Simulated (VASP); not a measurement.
## Ti3O4: relaxation of cell and atoms with PBEsol

The system is Ti3O4.

```
Ti O
1.0
    -2.06591    2.06591    4.08913
     2.06591   -2.06591    4.08913
     2.06591    2.06591   -4.08913
Ti O
3 4
Direct
  0.75000 0.25000 0.50000
  0.50000 0.50000 0.00000
  0.25000 0.75000 0.50000
  0.75588 0.75588 0.00000
  0.50000 0.00000 0.50000
  0.24412 0.24412 0.00000
  0.00000 0.50000 0.50000
```

```
Program                : VASP 6.6.1
Task                   : relaxation of cell and atoms
Functional             : PBEsol
Potentials or basis    : VASP PAW PBE potentials, release 64 (Ti_sv, O)
Cutoff                 : 600 eV
k mesh                 : 9 × 9 × 9
Occupations            : fermi-dirac, width 0.05 eV
Spin                   : no spin polarisation
Dipole correction      : no
Further INCAR settings : ALGO = Normal; EDIFF = 1e-06; IBRION = 2; EDIFFG = -0.01; NSW = 60; ISIF = 3
```

- Relaxed volume: 9.74 Å³/atom
- Relaxed cell: a = 4.982 Å, b = 4.982 Å, c = 4.982 Å, α = 131.38°, β = 131.38°, γ = 71.21°
- Space group after relaxing (to 0.1 Å): I4/mmm (No. 139)
- Energy gained by relaxing: 3.9 meV/atom
- Ionic steps: 7
- Pressure after relaxing: 0.1 GPa
- Largest force after relaxing: 0.003 eV/Å
- Band gap on the k mesh: zero (bands 30 and 31 overlap by 3.34 eV)

Forces in eV/Å, atoms in the order of the input:
```
Ti   0.000  0.000  0.000
Ti   0.000  0.000  0.000
Ti   0.000  0.000  0.000
O    0.000  0.000 -0.003
O    0.000  0.000  0.000
O    0.000  0.000  0.003
O    0.000  0.000  0.000
```

Step by step:
| step | energy change (eV) | largest force (eV/Å) | pressure (GPa) | volume (Å³) |
| --- | --- | --- | --- | --- |
| 1 | 0.0000 | 0.0106 | -5.21 | 69.81 |
| 2 | 0.0108 | 0.3738 | 6.79 | 66.58 |
| 3 | -0.0249 | 0.1704 | -0.01 | 68.32 |
| 4 | -0.0268 | 0.0793 | -0.04 | 68.24 |
| 5 | -0.0273 | 0.0006 | -0.02 | 68.18 |
| 6 | -0.0275 | 0.0049 | 0.06 | 68.14 |
| 7 | -0.0275 | 0.0034 | 0.05 | 68.15 |

Final structure:
```yaml
crystal:
  lattice:
    - [-2.05097, 2.05097, 4.05060]
    - [2.05097, -2.05097, 4.05060]
    - [2.05097, 2.05097, -4.05060]
  atoms:
    - { symbol: Ti, position: [0.75000, 0.25000, 0.50000] }
    - { symbol: Ti, position: [0.50000, 0.50000, 0.00000] }
    - { symbol: Ti, position: [0.25000, 0.75000, 0.50000] }
    - { symbol: O, position: [0.75782, 0.75782, 0.00000] }
    - { symbol: O, position: [0.50000, 0.00000, 0.50000] }
    - { symbol: O, position: [0.24218, 0.24218, 0.00000] }
    - { symbol: O, position: [0.00000, 0.50000, 0.50000] }
```

Levels at points of the mesh, in eV from the Fermi level:
```tsv
k point	band 29	band 30	band 31	band 32	band 33	band 34
(0.00, 0.00, 0.00)	-2.95	-0.70	-0.70	0.38	0.48	0.48
```

It took 31 min on 1 thread of Intel(R) Xeon(R) Platinum 8375C CPU @ 2.90GHz (Ice Lake) (shared host), peak memory 0.37 GiB.

Caveat: the PAW data sets were made with another functional, which shifts forces and pressure a little; semilocal functionals often make such compounds metallic where correlation or magnetic order opens a gap, which also shifts bond lengths.
